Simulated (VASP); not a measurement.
# AlGa (Pnma) in VASP: single point with PBE

Aim: the single point of AlGa with PBE.

Program: VASP 6.6.1. These are calculated values, not measurements. Logs are shortened: lines on timing, memory, paths and dates and some standing lists are left out, and cuts for length are marked.

### Step 1. The cell of the first run

The structure is orthorhombic, space group Pnma (No. 62). The conventional cell has a = 7.263 Å, b = 3.514 Å, c = 5.240 Å, α = 90.00°, β = 90.00°, γ = 90.00°. Al (site symmetry m) has 6 Ga at 2.61 to 2.74 Å and 2 Al at 2.85 Å within 3.4 Å. Ga (site symmetry m) has 6 Al at 2.61 to 2.74 Å and 2 Ga at 2.69 Å within 3.4 Å.

### Step 2. Single point, PBE

Input file INCAR:

```
PREC = Accurate
ENCUT = 520
EDIFF = 1E-7
ISMEAR = -1
SIGMA = 0.1
LREAL = False
LASPH = True
NELM = 100
ALGO = Normal
ISIF = 2
LWAVE = False
LCHARG = True
GGA = PE
LELF = True
LVHAR = True
NBANDS = 42
```

Input file KPOINTS:

```
Automatic mesh
0
Gamma
  4 7 5
```

Input file POSCAR:

```
AlGa
1.0
    7.2627080000      0.0000000000      0.0000000000
    0.0000000000      3.5143020000      0.0000000000
    0.0000000000      0.0000000000      5.2404810000
Al Ga
4 4
Direct
    0.1247947395      0.2500000000      0.3738110280
    0.3752052605      0.7500000000      0.8738110280
    0.6247947395      0.2500000000      0.1261889720
    0.8752052605      0.7500000000      0.6261889720
    0.6042031402      0.2500000000      0.6295629338
    0.8957968598      0.7500000000      0.1295629338
    0.1042031402      0.2500000000      0.8704370662
    0.3957968598      0.7500000000      0.3704370662
```

Potentials or basis: VASP PAW PBE potentials, release 64 (Al, Ga_d).

Started as:

```console
$ cat potpaw_PBE.64/Al/POTCAR potpaw_PBE.64/Ga_d/POTCAR > POTCAR
$ mpirun -np 1 vasp_std > vasp.out
```

OUTCAR:

```text
PREC = Accurate
   ENCUT = 520
   EDIFF = 1E-7
   ISMEAR = -1
   LREAL = False
   LASPH = True
   NELM = 100
   ISIF = 2
   GGA = PE

 ion  position               nearest neighbor table
   1  0.125  0.250  0.374-   7 2.61   8 2.64   8 2.64   7 2.64   6 2.74   6 2.74   4 2.85   4 2.85

   2  0.375  0.750  0.874-   8 2.61   7 2.64   7 2.64   8 2.64   5 2.74   5 2.74   3 2.85   3 2.85

   3  0.625  0.250  0.126-   5 2.61   6 2.64   6 2.64   5 2.64   8 2.74   8 2.74   2 2.85   2 2.85

   4  0.875  0.750  0.626-   6 2.61   5 2.64   5 2.64   6 2.64   7 2.74   7 2.74   1 2.85   1 2.85

   5  0.604  0.250  0.630-   3 2.61   4 2.64   4 2.64   3 2.64   8 2.69   8 2.69   2 2.74   2 2.74

   6  0.896  0.750  0.130-   4 2.61   3 2.64   3 2.64   4 2.64   7 2.69   7 2.69   1 2.74   1 2.74

   7  0.104  0.250  0.870-   1 2.61   2 2.64   2 2.64   1 2.64   6 2.69   6 2.69   4 2.74   4 2.74

   8  0.396  0.750  0.370-   2 2.61   1 2.64   1 2.64   2 2.64   5 2.69   5 2.69   3 2.74   3 2.74

  LATTYP: Found a simple orthorhombic cell.
 ALAT       =     3.5143020000
 B/A-ratio  =     1.4911868701
 C/A-ratio  =     2.0666146506

  Lattice vectors:

 A1 = (   0.0000000000,   3.5143020000,   0.0000000000)
 A2 = (   0.0000000000,   0.0000000000,   5.2404810000)
 A3 = (   7.2627080000,   0.0000000000,   0.0000000000)

Analysis of symmetry for initial positions (statically):
=====================================================================
 Subroutine PRICEL returns:
 Original cell was already a primitive cell.

 Routine SETGRP: Setting up the symmetry group for a
 simple orthorhombic supercell.

 Subroutine GETGRP returns: Found  8 space group operations
 (whereof  2 operations were pure point group operations)
 out of a pool of  8 trial point group operations.

The static configuration has the point symmetry S_2 .
 The point group associated with its full space group is D_2h.

Analysis of symmetry for dynamics (positions and initial velocities):
=====================================================================
 Subroutine PRICEL returns:
 Original cell was already a primitive cell.

 Routine SETGRP: Setting up the symmetry group for a
 simple orthorhombic supercell.

 Subroutine GETGRP returns: Found  8 space group operations
 (whereof  2 operations were pure point group operations)
 out of a pool of  8 trial point group operations.

The dynamic configuration has the point symmetry S_2 .
 The point group associated with its full space group is D_2h.

 Subroutine INISYM returns: Found  8 space group operations
 (whereof  2 operations are pure point group operations),
 and found     1 'primitive' translations

----------------------------------------------------------------------------------------

                                     Primitive cell

  volume of cell :     133.7546

  direct lattice vectors                    reciprocal lattice vectors
     7.262708000  0.000000000  0.000000000     0.137689688  0.000000000  0.000000000
     0.000000000  3.514302000  0.000000000     0.000000000  0.284551527  0.000000000
     0.000000000  0.000000000  5.240481000     0.000000000  0.000000000  0.190822178

  length of vectors
     7.262708000  3.514302000  5.240481000     0.137689688  0.284551527  0.190822178

  position of ions in fractional coordinates (direct lattice)
     0.124794739  0.250000000  0.373811028
     0.375205261  0.750000000  0.873811028
     0.624794739  0.250000000  0.126188972
     0.875205261  0.750000000  0.626188972
     0.604203140  0.250000000  0.629562934
     0.895796860  0.750000000  0.129562934
     0.104203140  0.250000000  0.870437066
     0.395796860  0.750000000  0.370437066

  ion indices of the primitive-cell ions
   primitive index   ion index
                 1           1
                 2           2
                 3           3
                 4           4
                 5           5
                 6           6
                 7           7
                 8           8

----------------------------------------------------------------------------------------

 KPOINTS: Automatic mesh

Automatic generation of k-mesh.
 Grid dimensions read from file:
 generate k-points for:    4    7    5

 Generating k-lattice:

  Cartesian coordinates                     Fractional coordinates (reciprocal lattice)
     0.034422422  0.000000000  0.000000000     0.250000000  0.000000000  0.000000000
     0.000000000  0.040650218  0.000000000     0.000000000  0.142857143  0.000000000
     0.000000000  0.000000000  0.038164436     0.000000000  0.000000000  0.200000000

  Length of vectors
     0.034422422  0.040650218  0.038164436

  Shift w.r.t. Gamma in fractional coordinates (k-lattice)
     0.000000000  0.000000000  0.000000000

 Subroutine IBZKPT returns following result:
 ===========================================

 Found     36 irreducible k-points:

 Following reciprocal coordinates:
            Coordinates               Weight
  0.000000  0.000000  0.000000      1.000000
  0.250000  0.000000  0.000000      2.000000
  0.500000  0.000000  0.000000      1.000000
  0.000000  0.142857  0.000000      2.000000
  0.250000  0.142857  0.000000      4.000000
  0.500000  0.142857  0.000000      2.000000
[... 16 lines left out ...]
  0.250000  0.428571  0.200000      8.000000
  0.500000  0.428571  0.200000      4.000000
 [... further k-points ...]
   k-points           NKPTS =     36   k-points in BZ     NKDIM =     36   number of bands    NBANDS=     42
   number of dos      NEDOS =    301   number of ions     NIONS =      8
   total plane-waves  NPLWV =  60480
   dimension x,y,z NGX =    54 NGY =   28 NGZ =   40
   dimension x,y,z NGXF=   108 NGYF=   56 NGZF=   80
   ions per type =               4   4
   NGX,Y,Z   is equivalent  to a cutoff of  12.36, 13.25, 12.69 a.u.
   NGXF,Y,Z  is equivalent  to a cutoff of  24.72, 26.49, 25.38 a.u.
 SYSTEM =  unknown system
   PREC   = accura    normal or accurate (medium, high low for compatibility)
   ISTART =      0    job   : 0-new  1-cont  2-samecut
   ICHARG =      2    charge: 1-file 2-atom 10-const
   ISPIN  =      1    spin polarized calculation?
   LNONCOLLINEAR =      F non collinear calculations
   LSORBIT =      F    spin-orbit coupling
   LASPH  =      T    aspherical Exc in radial PAW
   ENCUT  =  520.0 eV  38.22 Ry    6.18 a.u.  13.50  6.53  9.74*2*pi/ulx,y,z
   NELM   =    100;   NELMIN=  2; NELMDL= -5     # of ELM steps
   EDIFF  = 0.1E-06   stopping-criterion for ELM
   LREAL  =      F    real-space projection
   EDIFFG = 0.1E-05   stopping-criterion for IOM
   NSW    =      0    number of steps for IOM
   IBRION =     -1    ionic relax: 0-MD 1-quasi-New 2-CG
   NFREE  =      0    steps in history (QN), initial steepest desc. (CG)
   ISIF   =      2    stress and relaxation
   ISYM   =      2    0-nonsym 1-usesym 2-fastsym
   POTIM  = 0.5000    time-step for ionic-motion
   TEBEG  =    0.0;   TEEND  =   0.0 temperature during run
   PSTRESS=    0.0 pullay stress
   NELECT =      64.0000    total number of electrons
   NUPDOWN=      -1.0000    fix difference up-down
   EMIN   =  10.00;   EMAX   =-10.00  energy-range for DOS
   EFERMI =   0.00;   METHOD = LEGACY
   ISMEAR =    -1;   SIGMA  =   0.10  broadening in eV -4-tet -1-fermi 0-gaus
   EFERMI_NEDOS =   21; number of points for ismear=-14 and -15
   IALGO  =     38    algorithm
   IMIX   =      4    mixing-type and parameters
     AMIX     =   0.40;   BMIX     =  1.00
     AMIX_MAG =   1.60;   BMIX_MAG =  1.00
  volume/ion in A,a.u.               =      16.72       112.83
  Fermi-wavevector in a.u.,A,eV,Ry     =   1.280458  2.419714 22.307728  1.639572
  Thomas-Fermi vector in A             =   2.412884
   LORBIT       =      0    0 simple, 1 ext, 2 COOP (PROOUT), +10 PAW based schemes
   GGA     = PE    functional components
   LHFCALC =     F    Hartree Fock is set to
   AEXX    =    0.0000 exact exchange contribution
   IVDW    =     0    specifies the selected vdW correction
   LEPSILON=     F    determine dielectric tensor
   LRPA    =     F    only Hartree local field effects (RPA)
 non-spin polarized calculation
  energy-cutoff  :      520.00
  volume of cell :      133.75
 maximum number of plane-waves:      3632
   NGX = 27   NGY = 13   NGZ = 19

 number of electron      64.0000037 magnetization

 Free energy of the ion-electron system (eV)
  ---------------------------------------------------
  ext. energy  EPLUGINS =         0.00000000
  ---------------------------------------------------
  free energy    TOTEN  =       -25.56919106 eV

  energy without entropy =      -25.46846072  energy(sigma->0) =      -25.51882589

 E-fermi :   7.1187     XC(G=0): -10.8424

 val. band max:        7.0999836351   @ k =   0.5000   0.4286   0.4000
 cond. band min:       7.1315436877   @ k =   0.0000   0.2857   0.4000
 fundamental gap:      0.0315600526
 Fermi energy:         7.1186661001

 k-point     1 :       0.0000    0.0000    0.0000
  band No.  band energies     occupation
      1      -7.9072      2.00000
      2      -7.8992      2.00000
      3      -7.8917      2.00000
      4      -7.8675      2.00000
      5      -7.8212      2.00000
      6      -7.8171      2.00000
[... 34 lines left out ...]
     41      12.0233      0.00000
     42      12.2989      0.00000

 k-point     2 :       0.2500    0.0000    0.0000
  band No.  band energies     occupation
      1      -7.9063      2.00000
      2      -7.9006      2.00000
      3      -7.8888      2.00000
      4      -7.8718      2.00000
      5      -7.8201      2.00000
      6      -7.8170      2.00000
[... 34 lines left out ...]
     41      13.0488      0.00000
     42      13.5463      0.00000

 k-point     3 :       0.5000    0.0000    0.0000
  band No.  band energies     occupation
      1      -7.9037      2.00000
      2      -7.9037      2.00000
      3      -7.8809      2.00000
      4      -7.8809      2.00000
      5      -7.8180      2.00000
      6      -7.8180      2.00000
[... 34 lines left out ...]
     41      13.5830      0.00000
     42      13.5862      0.00000

 k-point     4 :       0.0000    0.1429    0.0000
  band No.  band energies     occupation
      1      -7.9091      2.00000
      2      -7.9021      2.00000
      3      -7.8693      2.00000
      4      -7.8474      2.00000
      5      -7.8128      2.00000
      6      -7.8109      2.00000
[... 844 lines left out ...]
     41      10.7800      0.00000
     42      12.0562      0.00000

 k-point    23 :       0.2500    0.4286    0.2000
  band No.  band energies     occupation
      1      -7.8819      2.00000
      2      -7.8744      2.00000
      3      -7.8535      2.00000
      4      -7.8352      2.00000
      5      -7.8245      2.00000
      6      -7.8209      2.00000
[... 34 lines left out ...]
     41      11.8997      0.00000
     42      12.5772      0.00000

 k-point    24 :       0.5000    0.4286    0.2000
  band No.  band energies     occupation
      1      -7.8769      2.00000
      2      -7.8769      2.00000
      3      -7.8430      2.00000
      4      -7.8430      2.00000
      5      -7.8258      2.00000
      6      -7.8258      2.00000
[... 34 lines left out ...]
     41      12.5913      0.00000
     42      12.5913      0.00000

 [... further k-points ...]
[... 5 lines left out ...]
  --------------------------------------------------------------------------------------
  -------------------------------------------------------------------------------------
  Total        7.8784162      3.8741311      7.4312207      0.0000000     -0.0000000      0.0000000
  in kB       94.3714630     46.4062081     89.0147403      0.0000000     -0.0000000      0.0000000
  external PRESSURE =      76.5974704 kB  Pullay stress =       0.0000000 kB

 VOLUME and BASIS-vectors are now :
 -----------------------------------------------------------------------------
  energy-cutoff  :      520.00
  volume of cell :      133.75
      direct lattice vectors                 reciprocal lattice vectors
     7.262708000  0.000000000  0.000000000     0.137689688  0.000000000  0.000000000
     0.000000000  3.514302000  0.000000000     0.000000000  0.284551527  0.000000000
     0.000000000  0.000000000  5.240481000     0.000000000  0.000000000  0.190822178

 POSITION                                       TOTAL-FORCE (eV/Angst)
 -----------------------------------------------------------------------------------
      0.90635      0.87858      1.95895        -0.003403     -0.000000      0.002028
      2.72501      2.63573      4.57919         0.003403      0.000000      0.002028
      4.53770      0.87858      0.66129        -0.003403      0.000000     -0.002028
      6.35636      2.63573      3.28153         0.003403      0.000000     -0.002028
      4.38815      0.87858      3.29921         0.002861      0.000000      0.005984
      6.50591      2.63573      0.67897        -0.002861     -0.000000      0.005984
      0.75680      0.87858      4.56151         0.002861      0.000000     -0.005984
      2.87456      2.63573      1.94127        -0.002861     -0.000000     -0.005984
 -----------------------------------------------------------------------------------
    total drift:                               -0.000000      0.000000      0.000000

  FREE ENERGIE OF THE ION-ELECTRON SYSTEM (eV)
  ---------------------------------------------------
  free  energy   TOTEN  =       -25.5691910641 eV

  energy  without entropy=      -25.4684607196  energy(sigma->0) =      -25.51882589
```

Wall time 1.9 min (1 thread of Intel Xeon Platinum 8488C (Sapphire Rapids), shared host); peak memory 0.31 GiB.

What came out:

* Free energy: -25.5692 eV
* Pressure: 7.7 GPa
* Largest force: 0.007 eV/Å
* Band gap on the k mesh: zero (band 32 reaches 8.75 eV, above the bottom of band 33 at 6.09 eV)

Forces on the atoms (eV/Å):
```
Al  -0.003  0.000  0.002
Al   0.003  0.000  0.002
Al  -0.003  0.000 -0.002
Al   0.003  0.000 -0.002
Ga   0.003  0.000  0.006
Ga  -0.003  0.000  0.006
Ga   0.003  0.000 -0.006
Ga  -0.003  0.000 -0.006
```
